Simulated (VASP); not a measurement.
# Na2Au (I4/mcm) in VASP: single point with LDA

Aim: the single point of Na2Au with LDA.

All numbers are computed with VASP 6.6.1; they aren't measurements. Logs are shortened: lines on timing, memory, paths and dates and some standing lists are left out, and cuts for length are marked.

### 1 The cell of the first run

It takes space group I4/mcm (No. 140, tetragonal). The conventional cell has a = 7.111 Å, b = 7.111 Å, c = 5.482 Å, α = 90.00°, β = 90.00°, γ = 90.00°. Within 3.9 Å of Na (site symmetry m2m) lie 4 Au at 2.97 Å and 11 Na at 3.16 to 3.72 Å. Within 3.6 Å of Au (site symmetry 422) lie 2 Au at 2.74 Å and 8 Na at 2.97 Å.

### 2 Single point, LDA

Contents of POSCAR:

```
Na2Au
1.0
   -3.5556162208      3.5556162208      2.7409741057
    3.5556162208     -3.5556162208      2.7409741057
    3.5556162208      3.5556162208     -2.7409741057
Na Au
4 2
Direct
    0.6722747911      0.1722747911      0.8445495822
    0.1722747911      0.3277252089      0.5000000000
    0.3277252089      0.8277252089      0.1554504178
    0.8277252089      0.6722747911      0.5000000000
    0.2500000000      0.2500000000      0.0000000000
    0.7500000000      0.7500000000      0.0000000000
```

Contents of INCAR.step1:

```
ALGO     = Normal         # electronic algorithm
EDIFF    = 1E-6           # SCF threshold, eV
ENCUT    = 400            # plane-wave cutoff, eV
GGA      = CA             # functional
GGA_COMPAT= F            
ISIF     = 2              # what is computed and relaxed
ISMEAR   = 0              # smearing method
LASPH    = T              # aspherical terms in the spheres
LCHARG   = T              # write CHGCAR
LMAXMIX  = 4              # l up to which the mixer works
LORBIT   = 11             # projections on sites
LREAL    = F              # projectors in reciprocal space
LWAVE    = F              # write WAVECAR
NBANDS   = 34             # bands
NEDOS    = 2001           # points of the DOS
NELM     = 120            # most SCF steps
PREC     = Accurate       # precision mode
SIGMA    = 0.1            # smearing width, eV
```

Contents of KPOINTS.step1:

```
k-points
0
Gamma
  8 8 8
```

Contents of INCAR.step2:

```
ALGO     = Normal         # electronic algorithm
EDIFF    = 1E-6           # SCF threshold, eV
ENCUT    = 400            # plane-wave cutoff, eV
GGA      = CA             # functional
GGA_COMPAT= F            
ICHARG   = 11             # starting density
ISIF     = 2              # what is computed and relaxed
ISMEAR   = -5             # smearing method
LASPH    = T              # aspherical terms in the spheres
LCHARG   = F              # write CHGCAR
LMAXMIX  = 4              # l up to which the mixer works
LORBIT   = 11             # projections on sites
LREAL    = F              # projectors in reciprocal space
LWAVE    = F              # write WAVECAR
NEDOS    = 2001           # points of the DOS
NELM     = 120            # most SCF steps
PREC     = Accurate       # precision mode
SIGMA    = 0.1            # smearing width, eV
```

Contents of KPOINTS.step2:

```
k-points
0
Gamma
  12 12 12
```

Potentials or basis: VASP PAW LDA potentials, release 64 (Na_pv, Au).

Launch:

```console
> cat potpaw_LDA.64/Na_pv/POTCAR potpaw_LDA.64/Au/POTCAR > POTCAR
> cp INCAR.step1 INCAR
> cp KPOINTS.step1 KPOINTS
> mpirun -np 1 vasp_std > vasp.out
> cp INCAR.step2 INCAR
> cp KPOINTS.step2 KPOINTS
> mpirun -np 1 vasp_std > vasp.out
```

OUTCAR:

```text
EDIFF = 1E-6
   ENCUT = 400
   GGA = CA
   ICHARG = 11
   ISIF = 2
   ISMEAR = -5
   LASPH = T
   LORBIT = 11
   LREAL = F
   NELM = 120
   PREC = Accurate

 ion  position               nearest neighbor table
   1  0.672  0.172  0.845-   5 2.97   6 2.97   5 2.97   6 2.97
   2  0.172  0.328  0.500-   5 2.97   5 2.97   6 2.97   6 2.97
   3  0.328  0.828  0.155-   5 2.97   6 2.97   5 2.97   6 2.97
   4  0.828  0.672  0.500-   6 2.97   6 2.97   5 2.97   5 2.97
   5  0.250  0.250  0.000-   6 2.74   6 2.74   2 2.97   3 2.97   3 2.97   2 2.97   1 2.97   1 2.97
                             4 2.97   4 2.97
   6  0.750  0.750  0.000-   5 2.74   5 2.74   3 2.97   4 2.97   3 2.97   4 2.97   1 2.97   1 2.97
                             2 2.97   2 2.97

  LATTYP: Found a body centered tetragonal cell.
 ALAT       =     7.1112324416
 C/A-ratio  =     0.7708858143

  Lattice vectors:

 A1 = (  -3.5556162208,   3.5556162208,   2.7409741057)
 A2 = (   3.5556162208,  -3.5556162208,   2.7409741057)
 A3 = (   3.5556162208,   3.5556162208,  -2.7409741057)

Analysis of symmetry for initial positions (statically):
=====================================================================
 Subroutine PRICEL returns:
 Original cell was already a primitive cell.

 Routine SETGRP: Setting up the symmetry group for a
 body centered tetragonal supercell.

 Subroutine GETGRP returns: Found 16 space group operations
 (whereof  8 operations were pure point group operations)
 out of a pool of 16 trial point group operations.

The static configuration has the point symmetry C_4h.
 The point group associated with its full space group is D_4h.

Analysis of symmetry for dynamics (positions and initial velocities):
=====================================================================
 Subroutine PRICEL returns:
 Original cell was already a primitive cell.

 Routine SETGRP: Setting up the symmetry group for a
 body centered tetragonal supercell.

 Subroutine GETGRP returns: Found 16 space group operations
 (whereof  8 operations were pure point group operations)
 out of a pool of 16 trial point group operations.

The dynamic configuration has the point symmetry C_4h.
 The point group associated with its full space group is D_4h.

 Subroutine INISYM returns: Found 16 space group operations
 (whereof  8 operations are pure point group operations),
 and found     1 'primitive' translations

----------------------------------------------------------------------------------------

                                     Primitive cell

  volume of cell :     138.6100

  direct lattice vectors                    reciprocal lattice vectors
    -3.555616221  3.555616221  2.740974106     0.000000000  0.140622601  0.182416900
     3.555616221 -3.555616221  2.740974106     0.140622601  0.000000000  0.182416900
     3.555616221  3.555616221 -2.740974106     0.140622601  0.140622601  0.000000000

  length of vectors
     5.726932204  5.726932204  5.726932204     0.230327248  0.230327248  0.198870389

  position of ions in fractional coordinates (direct lattice)
     0.672274791  0.172274791  0.844549582
     0.172274791  0.327725209  0.500000000
     0.327725209  0.827725209  0.155450418
     0.827725209  0.672274791  0.500000000
     0.250000000  0.250000000  0.000000000
     0.750000000  0.750000000  0.000000000

  ion indices of the primitive-cell ions
   primitive index   ion index
                 1           1
                 2           2
                 3           3
                 4           4
                 5           5
                 6           6

----------------------------------------------------------------------------------------

 KPOINTS: k-points

Automatic generation of k-mesh.
 Grid dimensions read from file:
 generate k-points for:   12   12   12

 Generating k-lattice:

  Cartesian coordinates                     Fractional coordinates (reciprocal lattice)
     0.000000000  0.011718550  0.015201408     0.083333333  0.000000000  0.000000000
     0.011718550  0.000000000  0.015201408     0.000000000  0.083333333  0.000000000
     0.011718550  0.011718550  0.000000000     0.000000000  0.000000000  0.083333333

  Length of vectors
     0.019193937  0.019193937  0.016572532

  Shift w.r.t. Gamma in fractional coordinates (k-lattice)
     0.000000000  0.000000000  0.000000000

 TETIRR: Found   4117 inequivalent tetrahedra from    10368

 Subroutine IBZKPT returns following result:
 ===========================================

 Found    163 irreducible k-points:

 Following reciprocal coordinates:
            Coordinates               Weight
  0.000000  0.000000  0.000000      1.000000
  0.083333  0.000000  0.000000      8.000000
  0.166667 -0.000000  0.000000      8.000000
  0.250000 -0.000000  0.000000      8.000000
  0.333333 -0.000000  0.000000      8.000000
  0.416667 -0.000000  0.000000      8.000000
[... 16 lines left out ...]
  0.500000  0.166667  0.000000     16.000000
 -0.416667  0.166667  0.000000     16.000000
 [... further k-points ...]
   k-points           NKPTS =    163   k-points in BZ     NKDIM =    163   number of bands    NBANDS=     30
   number of dos      NEDOS =   2001   number of ions     NIONS =      6
   total plane-waves  NPLWV =  64000
   dimension x,y,z NGX =    40 NGY =   40 NGZ =   40
   dimension x,y,z NGXF=    80 NGYF=   80 NGZF=   80
   ions per type =               4   2
   NGX,Y,Z   is equivalent  to a cutoff of  11.61, 11.61, 11.61 a.u.
   NGXF,Y,Z  is equivalent  to a cutoff of  23.22, 23.22, 23.22 a.u.
 SYSTEM =  unknown system
   PREC   = accura    normal or accurate (medium, high low for compatibility)
   ISTART =      0    job   : 0-new  1-cont  2-samecut
   ICHARG =     11    charge: 1-file 2-atom 10-const
   ISPIN  =      1    spin polarized calculation?
   LNONCOLLINEAR =      F non collinear calculations
   LSORBIT =      F    spin-orbit coupling
   LASPH  =      T    aspherical Exc in radial PAW
   ENCUT  =  400.0 eV  29.40 Ry    5.42 a.u.   9.34  9.34  9.34*2*pi/ulx,y,z
   NELM   =    120;   NELMIN=  2; NELMDL=  0     # of ELM steps
   EDIFF  = 0.1E-05   stopping-criterion for ELM
   LREAL  =      F    real-space projection
   EDIFFG = 0.1E-04   stopping-criterion for IOM
   NSW    =      0    number of steps for IOM
   IBRION =     -1    ionic relax: 0-MD 1-quasi-New 2-CG
   NFREE  =      0    steps in history (QN), initial steepest desc. (CG)
   ISIF   =      2    stress and relaxation
   ISYM   =      2    0-nonsym 1-usesym 2-fastsym
   POTIM  = 0.5000    time-step for ionic-motion
   TEBEG  =    0.0;   TEEND  =   0.0 temperature during run
   PSTRESS=    0.0 pullay stress
   NELECT =      50.0000    total number of electrons
   NUPDOWN=      -1.0000    fix difference up-down
   EMIN   =  10.00;   EMAX   =-10.00  energy-range for DOS
   EFERMI =   0.00;   METHOD = LEGACY
   ISMEAR =    -5;   SIGMA  =   0.10  broadening in eV -4-tet -1-fermi 0-gaus
   EFERMI_NEDOS =   21; number of points for ismear=-14 and -15
   IALGO  =     38    algorithm
   IMIX   =      4    mixing-type and parameters
     AMIX     =   0.40;   BMIX     =  1.00
     AMIX_MAG =   1.60;   BMIX_MAG =  1.00
  volume/ion in A,a.u.               =      23.10       155.90
  Fermi-wavevector in a.u.,A,eV,Ry     =   1.165377  2.202244 18.478134  1.358105
  Thomas-Fermi vector in A             =   2.301904
   LORBIT       =     11    0 simple, 1 ext, 2 COOP (PROOUT), +10 PAW based schemes
   GGA     = CA    functional components
   LHFCALC =     F    Hartree Fock is set to
   AEXX    =    0.0000 exact exchange contribution
   IVDW    =     0    specifies the selected vdW correction
   LEPSILON=     F    determine dielectric tensor
   LRPA    =     F    only Hartree local field effects (RPA)
 non-spin polarized calculation
 Fermi weights with tetrahedron method with Bloechl corrections
  energy-cutoff  :      400.00
  volume of cell :      138.61
 maximum number of plane-waves:      2544
 NGX is ok and might be reduce to    40

 number of electron      50.0000011 magnetization

 Free energy of the ion-electron system (eV)
  ---------------------------------------------------
  ext. energy  EPLUGINS =         0.00000000
  ---------------------------------------------------
  free energy    TOTEN  =       -16.16616664 eV

  energy without entropy =      -16.16616664  energy(sigma->0) =      -16.16616664

 E-fermi :   2.9815     XC(G=0):  -9.0586

 val. band max:        3.0333483668   @ k =   0.5000   0.5000   0.5000
 cond. band min:       2.9714390798   @ k =  -0.3333   0.4167   0.1667
 fundamental gap:     -0.0619092870
 Fermi energy:         2.9815277187

 k-point     1 :       0.0000    0.0000    0.0000
  band No.  band energies     occupation
      1     -21.3983      2.00000
      2     -21.3983      2.00000
      3     -21.3891      2.00000
      4     -21.3815      2.00000
      5     -21.3517      2.00000
      6     -21.3517      2.00000
[... 22 lines left out ...]
     29       5.7747      0.00000
     30       5.7747      0.00000

 k-point     2 :       0.0833    0.0000    0.0000
  band No.  band energies     occupation
      1     -21.3984      2.00000
      2     -21.3980      2.00000
      3     -21.3903      2.00000
      4     -21.3814      2.00000
      5     -21.3510      2.00000
      6     -21.3508      2.00000
[... 718 lines left out ...]
 k-point    24 :      -0.4167    0.1667    0.0000
  band No.  band energies     occupation
      1     -21.4025      2.00000
      2     -21.3980      2.00000
      3     -21.3897      2.00000
      4     -21.3743      2.00000
      5     -21.3535      2.00000
      6     -21.3449      2.00000
[... 22 lines left out ...]
     29       6.2348      0.00000
     30       7.2286      0.00000

 [... further k-points ...]

------------------------ aborting loop because EDIFF is reached ----------------------------------------

  FORCE on cell =-STRESS in cart. coord.  units (eV):
  Direction    XX          YY          ZZ          XY          YZ          ZX
  --------------------------------------------------------------------------------------
  -------------------------------------------------------------------------------------
  Total       -0.7634283     -0.7634283     -0.4272077      0.0000000     -0.0000000      0.0000000
  in kB       -8.8243793     -8.8243793     -4.9380442      0.0000000     -0.0000000      0.0000000
  external PRESSURE =      -7.5289343 kB  Pullay stress =       0.0000000 kB

 VOLUME and BASIS-vectors are now :
 -----------------------------------------------------------------------------
  energy-cutoff  :      400.00
  volume of cell :      138.61
      direct lattice vectors                 reciprocal lattice vectors
    -3.555616221  3.555616221  2.740974106     0.000000000  0.140622601  0.182416900
     3.555616221 -3.555616221  2.740974106     0.140622601  0.000000000  0.182416900
     3.555616221  3.555616221 -2.740974106     0.140622601  0.140622601  0.000000000

 POSITION                                       TOTAL-FORCE (eV/Angst)
 -----------------------------------------------------------------------------------
      1.22509      4.78070      0.00000        -0.012237     -0.012237      0.000000
      2.33053      1.22509      0.00000         0.012237     -0.012237      0.000000
      2.33053     -1.22509      2.74097         0.012237      0.012237     -0.000000
      1.22509      2.33053      2.74097        -0.012237      0.012237      0.000000
      0.00000      0.00000      1.37049         0.000000     -0.000000     -0.000000
      0.00000      0.00000      4.11146         0.000000     -0.000000     -0.000000
 -----------------------------------------------------------------------------------
    total drift:                               -0.000000     -0.000000      0.000000

  FREE ENERGIE OF THE ION-ELECTRON SYSTEM (eV)
  ---------------------------------------------------
  free  energy   TOTEN  =       -16.1661666448 eV

  energy  without entropy=      -16.1661666448  energy(sigma->0) =      -16.16616664

 total charge

# of ion       s       p       d       tot
------------------------------------------
    1        0.107   5.984   0.000   6.091
    2        0.107   5.984   0.000   6.091
    3        0.107   5.984   0.000   6.091
    4        0.107   5.984   0.000   6.091
    5        0.731   0.258   8.709   9.698
    6        0.731   0.258   8.709   9.698
--------------------------------------------------
tot          1.890  24.452  17.418  43.760
```

Run time: 3.3 min. Hardware: 1 thread of Intel Xeon 6975P-C (Granite Rapids), shared host; peak memory 0.45 GiB.

Results:

```
Valence electrons inside the program's atomic spheres : Na 6.09; Au 9.70
```

Caveat: spin-orbit coupling is left out, which moves the levels of the heavy elements; tetrahedron occupations give inexact forces and stress in metals.
